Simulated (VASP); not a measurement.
Runs of VASP 6.6.1 on Bi. The structure is that of space group I4/mmm (No. 139), or close to it. The cells are those of the table. 

```tsv
cell	further INCAR settings	gap on the mesh (eV)	pressure (GPa)
a = 6.029 Å, angles 93.7, 93.7, 150.7°, 1 atom	ALGO = Fast; EDIFF = 1e-06; NBANDS = 14	none	-1.9
a = 6.602 Å, angles 92.0, 92.0, 158.5°, 1 atom	ALGO = Fast; EDIFF = 1e-07; NBANDS = 14	none	(a)
a = 6.337 Å, angles 92.6, 92.6, 155.3°, 1 atom	ALGO = Fast; EDIFF = 1e-06; NBANDS = 14	none	2.1
a = 6.484 Å, angles 92.2, 92.2, 157.2°, 1 atom	ALGO = Fast; EDIFF = 1e-06; NBANDS = 14	none	4.6
a = 6.105 Å, angles 93.4, 93.4, 152.0°, 1 atom	ALGO = Fast; EDIFF = 1e-06; NBANDS = 14	none	-1.1
a = 5.892 Å, angles 94.3, 94.3, 148.2°, 1 atom	ALGO = Fast; EDIFF = 1e-06; NBANDS = 14	none	(b)
a = 5.774 Å, angles 95.0, 95.0, 145.7°, 1 atom	ALGO = Fast; EDIFF = 1e-07; NBANDS = 14	none	-3.2
a = 6.260 Å, angles 92.8, 92.8, 154.3°, 1 atom	ALGO = Fast; EDIFF = 1e-06; NBANDS = 14	none	1.0
```

Alike in all rows: task single point; level PBEsol; potentials or basis VASP PAW PBE potentials, release 64 (Bi_d); no spin polarisation; k mesh 12 × 12 × 12; cutoff (eV) 520; smearing gaussian 0.05 eV.

Q: Estimate the missing entries.

A: (a) 6.3; (b) -2.8.

Caveats: the PAW data sets were made with another functional, which shifts forces and pressure a little; spin-orbit coupling is left out, which moves the levels of the heavy elements.

A k mesh can miss the band edges, and the runs leave out spin-orbit coupling on Bi.

A gap of «none» marks levels without a gap at the run's occupations.
